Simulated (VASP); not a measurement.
# Rb (P-1) in VASP: single point with PBEsol

Aim: the single point of Rb with PBEsol.

All numbers are computed with VASP 6.6.1; they aren't measurements. Logs are shortened: lines on timing, memory, paths and dates and some standing lists are left out, and cuts for length are marked.

## 1. The cell of the first run

The typed cell holds 2 atoms: a = 4.694 Å, b = 4.699 Å, c = 9.120 Å, α = 104.77°, β = 104.49°, γ = 90.02°.

## 2. Single point, PBEsol (K replaced by Rb, lengths x 1.050, strained)

Contents of INCAR:

```
PREC = Accurate
ENCUT = 520
EDIFF = 1E-7
ISMEAR = 0
SIGMA = 0.1
LREAL = F
LASPH = T
NELM = 80
ALGO = Fast
ISIF = 2
LWAVE = F
LCHARG = F
GGA = PS
NBANDS = 16
```

Contents of KPOINTS:

```
Automatic mesh
0
Gamma
  4 4 2
```

Contents of POSCAR:

```
Rb
1.0
    4.6941398401      0.0000000000      0.0000000000
   -0.0016019886      4.6990609852      0.0000000000
   -2.2816911604     -2.3259002519      8.5176756394
Rb
2
Direct
    0.3688105000      0.6209596000      0.7506401400
    0.6311895000      0.3790404000      0.2493598600
```

Potentials or basis: VASP PAW PBE potentials, release 64 (Rb_sv).

Launch:

```
> cat potpaw_PBE.64/Rb_sv/POTCAR > POTCAR
> mpirun -np 1 vasp_std > vasp.out
```

OUTCAR:

```text
PREC = Accurate
   ENCUT = 520
   EDIFF = 1E-7
   ISMEAR = 0
   LREAL = F
   LASPH = T
   NELM = 80
   ISIF = 2
   GGA = PS

 ion  position               nearest neighbor table
   1  0.369  0.621  0.751-   2 4.83   2 4.86   2 4.88   2 4.89
   2  0.631  0.379  0.249-   1 4.83   1 4.86   1 4.88   1 4.89

  LATTYP: Found a triclinic cell.
 ALAT       =    11.2635368016
 B/A-ratio  =     0.4167554049
 C/A-ratio  =     0.4171923385
 COS(alpha) =     0.0003409167
 COS(beta)  =     0.2109052743
 COS(gamma) =     0.6194708742

  Lattice vectors:

 A1 = (   6.9774329891,  -2.3731607333,  -8.5176756394)
 A2 = (   4.6941398401,   0.0000000000,   0.0000000000)
 A3 = (   0.0016019886,  -4.6990609852,   0.0000000000)

Analysis of symmetry for initial positions (statically):
=====================================================================
 Subroutine PRICEL returns:
 Original cell was already a primitive cell.

 Routine SETGRP: Setting up the symmetry group for a
 triclinic supercell.

 Subroutine GETGRP returns: Found  2 space group operations
 (whereof  2 operations were pure point group operations)
 out of a pool of  2 trial point group operations.

The static configuration has the point symmetry S_2 .

Analysis of symmetry for dynamics (positions and initial velocities):
=====================================================================
 Subroutine PRICEL returns:
 Original cell was already a primitive cell.

 Routine SETGRP: Setting up the symmetry group for a
 triclinic supercell.

 Subroutine GETGRP returns: Found  2 space group operations
 (whereof  2 operations were pure point group operations)
 out of a pool of  2 trial point group operations.

The dynamic configuration has the point symmetry S_2 .

 Subroutine INISYM returns: Found  2 space group operations
 (whereof  2 operations are pure point group operations),
 and found     1 'primitive' translations

----------------------------------------------------------------------------------------

                                     Primitive cell

  volume of cell :     187.8833

  direct lattice vectors                    reciprocal lattice vectors
     4.694139840  0.000000000  0.000000000     0.213031574  0.000072626  0.057086135
    -0.001601989  4.699060985  0.000000000     0.000000000  0.212808475  0.058111075
    -2.281691160 -2.325900252  8.517675639     0.000000000  0.000000000  0.117402921

  length of vectors
     4.694139840  4.699061258  9.119579203     0.220547690  0.220599963  0.117402921

  position of ions in fractional coordinates (direct lattice)
     0.368810500  0.620959600  0.750640140
     0.631189500  0.379040400  0.249359860

  ion indices of the primitive-cell ions
   primitive index   ion index
                 1           1
                 2           2

----------------------------------------------------------------------------------------

 KPOINTS: Automatic mesh

Automatic generation of k-mesh.
 Grid dimensions read from file:
 generate k-points for:    4    4    2

 Generating k-lattice:

  Cartesian coordinates                     Fractional coordinates (reciprocal lattice)
     0.053257894  0.000018157  0.014271534     0.250000000  0.000000000 -0.000000000
     0.000000000  0.053202119  0.014527769     0.000000000  0.250000000  0.000000000
     0.000000000  0.000000000  0.058701460     0.000000000  0.000000000  0.500000000

  Length of vectors
     0.055136923  0.055149991  0.058701460

  Shift w.r.t. Gamma in fractional coordinates (k-lattice)
     0.000000000  0.000000000  0.000000000

 Subroutine IBZKPT returns following result:
 ===========================================

 Found     20 irreducible k-points:

 Following reciprocal coordinates:
            Coordinates               Weight
  0.000000  0.000000  0.000000      1.000000
  0.250000  0.000000 -0.000000      2.000000
  0.500000  0.000000 -0.000000      1.000000
  0.000000  0.250000 -0.000000      2.000000
  0.250000  0.250000  0.000000      2.000000
  0.500000  0.250000 -0.000000      2.000000
[... 12 lines left out ...]
  0.250000  0.500000  0.500000      2.000000
  0.500000  0.500000  0.500000      1.000000
   k-points           NKPTS =     20   k-points in BZ     NKDIM =     20   number of bands    NBANDS=     16
   number of dos      NEDOS =    301   number of ions     NIONS =      2
   total plane-waves  NPLWV =  90720
   dimension x,y,z NGX =    36 NGY =   36 NGZ =   70
   dimension x,y,z NGXF=    72 NGYF=   72 NGZF=  140
   ions per type =               2
   NGX,Y,Z   is equivalent  to a cutoff of  12.75, 12.74, 12.76 a.u.
   NGXF,Y,Z  is equivalent  to a cutoff of  25.50, 25.47, 25.52 a.u.
 SYSTEM =  unknown system
   PREC   = accura    normal or accurate (medium, high low for compatibility)
   ISTART =      0    job   : 0-new  1-cont  2-samecut
   ICHARG =      2    charge: 1-file 2-atom 10-const
   ISPIN  =      1    spin polarized calculation?
   LNONCOLLINEAR =      F non collinear calculations
   LSORBIT =      F    spin-orbit coupling
   LASPH  =      T    aspherical Exc in radial PAW
   ENCUT  =  520.0 eV  38.22 Ry    6.18 a.u.   8.73  8.74 16.96*2*pi/ulx,y,z
   NELM   =     80;   NELMIN=  2; NELMDL= -5     # of ELM steps
   EDIFF  = 0.1E-06   stopping-criterion for ELM
   LREAL  =      F    real-space projection
   EDIFFG = 0.1E-05   stopping-criterion for IOM
   NSW    =      0    number of steps for IOM
   IBRION =     -1    ionic relax: 0-MD 1-quasi-New 2-CG
   NFREE  =      0    steps in history (QN), initial steepest desc. (CG)
   ISIF   =      2    stress and relaxation
   ISYM   =      2    0-nonsym 1-usesym 2-fastsym
   POTIM  = 0.5000    time-step for ionic-motion
   TEBEG  =    0.0;   TEEND  =   0.0 temperature during run
   PSTRESS=    0.0 pullay stress
   NELECT =      18.0000    total number of electrons
   NUPDOWN=      -1.0000    fix difference up-down
   EMIN   =  10.00;   EMAX   =-10.00  energy-range for DOS
   EFERMI =   0.00;   METHOD = LEGACY
   ISMEAR =     0;   SIGMA  =   0.10  broadening in eV -4-tet -1-fermi 0-gaus
   EFERMI_NEDOS =   21; number of points for ismear=-14 and -15
   IALGO  =     68    algorithm
   IMIX   =      4    mixing-type and parameters
     AMIX     =   0.40;   BMIX     =  1.00
     AMIX_MAG =   1.60;   BMIX_MAG =  1.00
  volume/ion in A,a.u.               =      93.94       633.95
  Fermi-wavevector in a.u.,A,eV,Ry     =   0.749094  1.415582  7.634796  0.561142
  Thomas-Fermi vector in A             =   1.845534
   LORBIT       =      0    0 simple, 1 ext, 2 COOP (PROOUT), +10 PAW based schemes
   GGA     = PS    functional components
   LHFCALC =     F    Hartree Fock is set to
   AEXX    =    0.0000 exact exchange contribution
   IVDW    =     0    specifies the selected vdW correction
   LEPSILON=     F    determine dielectric tensor
   LRPA    =     F    only Hartree local field effects (RPA)
 non-spin polarized calculation
 RMM-DIIS sequential band-by-band and
 Gauss-broadening in eV      SIGMA  =   0.10
  energy-cutoff  :      520.00
  volume of cell :      187.88
 maximum number of plane-waves:      5104
 NGX is ok and might be reduce to    36
   NGX = 17   NGY = 17   NGZ = 33

 number of electron      18.0000000 magnetization

 Free energy of the ion-electron system (eV)
  ---------------------------------------------------
  ext. energy  EPLUGINS =         0.00000000
  ---------------------------------------------------
  free energy    TOTEN  =        -1.91347414 eV

  energy without entropy =       -1.89957537  energy(sigma->0) =       -1.90652476

 E-fermi :   0.0917     XC(G=0):  -5.4332

 val. band max:       -0.0364399323   @ k =   0.0000   0.0000   0.0000
 cond. band min:       0.1504945663   @ k =   0.2500   0.2500   0.5000
 fundamental gap:      0.1869344986
 Fermi energy:         0.0916542127

 k-point     1 :       0.0000    0.0000    0.0000
  band No.  band energies     occupation
      1     -29.0496      2.00000
      2     -29.0452      2.00000
      3     -13.1987      2.00000
      4     -13.0953      2.00000
      5     -13.0946      2.00000
      6     -13.0902      2.00000
[... 8 lines left out ...]
     15       4.2276      0.00000
     16       4.2502      0.00000

 k-point     2 :       0.2500    0.0000   -0.0000
  band No.  band energies     occupation
      1     -29.0473      2.00000
      2     -29.0439      2.00000
      3     -13.1840      2.00000
      4     -13.1483      2.00000
      5     -13.1382      2.00000
      6     -13.0941      2.00000
[... 8 lines left out ...]
     15       3.4400      0.00000
     16       4.1673      0.00000

 k-point     3 :       0.5000    0.0000   -0.0000
  band No.  band energies     occupation
      1     -29.0449      2.00000
      2     -29.0428      2.00000
      3     -13.2011      2.00000
      4     -13.1958      2.00000
      5     -13.1525      2.00000
      6     -13.1049      2.00000
[... 8 lines left out ...]
     15       3.3453      0.00000
     16       3.9170      0.00000

 k-point     4 :       0.0000    0.2500   -0.0000
  band No.  band energies     occupation
      1     -29.0474      2.00000
      2     -29.0439      2.00000
      3     -13.1853      2.00000
      4     -13.1487      2.00000
      5     -13.1370      2.00000
      6     -13.0933      2.00000
[... 8 lines left out ...]
     15       3.4280      0.00000
     16       4.1786      0.00000

 k-point     5 :       0.2500    0.2500    0.0000
  band No.  band energies     occupation
      1     -29.0450      2.00000
      2     -29.0428      2.00000
      3     -13.1689      2.00000
      4     -13.1494      2.00000
      5     -13.1421      2.00000
      6     -13.1342      2.00000
[... 8 lines left out ...]
     15       2.8253      0.00000
     16       3.5499      0.00000

 k-point     6 :       0.5000    0.2500   -0.0000
  band No.  band energies     occupation
      1     -29.0429      2.00000
      2     -29.0414      2.00000
      3     -13.1952      2.00000
      4     -13.1889      2.00000
      5     -13.1482      2.00000
      6     -13.1401      2.00000
[... 8 lines left out ...]
     15       3.0204      0.00000
     16       3.2693      0.00000

 k-point     7 :      -0.2500    0.2500   -0.0000
  band No.  band energies     occupation
      1     -29.0454      2.00000
      2     -29.0424      2.00000
      3     -13.1776      2.00000
      4     -13.1439      2.00000
      5     -13.1397      2.00000
      6     -13.1386      2.00000
[... 8 lines left out ...]
     15       2.4385      0.00000
     16       3.6269      0.00000

 k-point     8 :       0.0000    0.5000   -0.0000
  band No.  band energies     occupation
      1     -29.0450      2.00000
      2     -29.0428      2.00000
      3     -13.2007      2.00000
      4     -13.1977      2.00000
      5     -13.1520      2.00000
      6     -13.1030      2.00000
[... 8 lines left out ...]
     15       3.2718      0.00000
     16       3.9373      0.00000

 k-point     9 :       0.2500    0.5000   -0.0000
  band No.  band energies     occupation
      1     -29.0430      2.00000
      2     -29.0414      2.00000
      3     -13.1952      2.00000
      4     -13.1891      2.00000
      5     -13.1476      2.00000
      6     -13.1396      2.00000
[... 8 lines left out ...]
     15       2.9907      0.00000
     16       3.3241      0.00000
[... 96 lines left out ...]
 k-point    15 :       0.2500    0.2500    0.5000
  band No.  band energies     occupation
      1     -29.0450      2.00000
      2     -29.0428      2.00000
      3     -13.1686      2.00000
      4     -13.1496      2.00000
      5     -13.1424      2.00000
      6     -13.1338      2.00000
[... 8 lines left out ...]
     15       2.8341      0.00000
     16       3.5806      0.00000

 k-point    16 :       0.5000    0.2500    0.5000
  band No.  band energies     occupation
      1     -29.0429      2.00000
      2     -29.0413      2.00000
      3     -13.1955      2.00000
      4     -13.1898      2.00000
      5     -13.1480      2.00000
      6     -13.1399      2.00000
[... 8 lines left out ...]
     15       3.0233      0.00000
     16       3.3071      0.00000

 k-point    17 :      -0.2500    0.2500    0.5000
  band No.  band energies     occupation
      1     -29.0440      2.00000
      2     -29.0438      2.00000
      3     -13.1570      2.00000
      4     -13.1541      2.00000
      5     -13.1375      2.00000
      6     -13.1362      2.00000
[... 8 lines left out ...]
     15       3.2138      0.00000
     16       3.2871      0.00000

 k-point    18 :       0.0000    0.5000    0.5000
  band No.  band energies     occupation
      1     -29.0449      2.00000
      2     -29.0429      2.00000
      3     -13.2009      2.00000
      4     -13.1961      2.00000
      5     -13.1503      2.00000
      6     -13.1062      2.00000
[... 8 lines left out ...]
     15       3.3023      0.00000
     16       3.9288      0.00000

 k-point    19 :       0.2500    0.5000    0.5000
  band No.  band energies     occupation
      1     -29.0428      2.00000
      2     -29.0415      2.00000
      3     -13.1952      2.00000
      4     -13.1885      2.00000
      5     -13.1468      2.00000
      6     -13.1401      2.00000
[... 8 lines left out ...]
     15       2.9993      0.00000
     16       3.3214      0.00000

 k-point    20 :       0.5000    0.5000    0.5000
  band No.  band energies     occupation
      1     -29.0405      2.00000
      2     -29.0403      2.00000
      3     -13.1900      2.00000
      4     -13.1880      2.00000
      5     -13.1819      2.00000
      6     -13.1803      2.00000
[... 8 lines left out ...]
     15       2.3781      0.00000
     16       2.4149      0.00000

------------------------ aborting loop because EDIFF is reached ----------------------------------------

  FORCE on cell =-STRESS in cart. coord.  units (eV):
  Direction    XX          YY          ZZ          XY          YZ          ZX
  --------------------------------------------------------------------------------------
  -------------------------------------------------------------------------------------
  Total       -0.1571255     -0.1554330      0.0137489     -0.0730743      0.0447901      0.0850974
  in kB       -1.3398899     -1.3254567      0.1172438     -0.6231424      0.3819479      0.7256696
  external PRESSURE =      -0.8493676 kB  Pullay stress =       0.0000000 kB

 VOLUME and BASIS-vectors are now :
 -----------------------------------------------------------------------------
  energy-cutoff  :      520.00
  volume of cell :      187.88
      direct lattice vectors                 reciprocal lattice vectors
     4.694139840  0.000000000  0.000000000     0.213031574  0.000072626  0.057086135
    -0.001601989  4.699060985  0.000000000     0.000000000  0.212808475  0.058111075
    -2.281691160 -2.325900252  8.517675639     0.000000000  0.000000000  0.117402921

 POSITION                                       TOTAL-FORCE (eV/Angst)
 -----------------------------------------------------------------------------------
      0.01752      1.17201      6.39371        -0.002317      0.001993     -0.003743
      2.39332      1.20115      2.12397         0.002317     -0.001993      0.003743
 -----------------------------------------------------------------------------------
    total drift:                               -0.000000      0.000000      0.000000

  FREE ENERGIE OF THE ION-ELECTRON SYSTEM (eV)
  ---------------------------------------------------
  free  energy   TOTEN  =        -1.9134741375 eV

  energy  without entropy=       -1.8995753738  energy(sigma->0) =       -1.90652476
```

Wall time 2.1 min (1 thread of AMD EPYC 7R13, shared host); peak memory 0.25 GiB.

Results:

```yaml
Free_energy: -1.9135 eV
Pressure: -0.1 GPa
Largest_force: 0.005 eV/Å
Band_gap_on_the_k_mesh: zero (band 9 reaches 0.92 eV, above the bottom of band 10 at -1.41 eV)
```

Forces on the atoms (eV/Å):
```
Rb  -0.002  0.002 -0.004
Rb   0.002 -0.002  0.004
```

Stress tensor (GPa, compression positive):
```
-0.13 -0.06  0.07
-0.06 -0.13  0.04
 0.07  0.04  0.01
```

Levels at points of the mesh, in eV from the Fermi level:
```tsv
k point	band 7	band 8	band 9	band 10	band 11	band 12
(0.00, 0.00, 0.00)	-13.18	-13.18	-2.13	-0.13	0.35	2.37
(0.50, 0.00, 0.00)	-13.18	-13.17	-0.29	0.06	0.56	1.01
(0.00, 0.50, 0.00)	-13.18	-13.17	-0.31	0.07	0.54	1.02
(0.50, 0.50, 0.00)	-13.21	-13.21	0.83	0.83	1.48	1.48
(0.00, 0.00, 0.50)	-13.18	-13.18	-1.51	-1.50	1.79	1.80
(0.50, 0.00, 0.50)	-13.18	-13.17	-0.30	0.09	0.52	1.00
(0.00, 0.50, 0.50)	-13.18	-13.17	-0.29	0.07	0.54	0.99
(0.50, 0.50, 0.50)	-13.21	-13.20	0.82	0.84	1.47	1.49
```

Caveat: the k points lie up to 0.37 Å⁻¹ apart; the cell differs from its parent crystal (K replaced by Rb, lengths x 1.050, strained); the PAW data sets were made with another functional, which shifts forces and pressure a little.
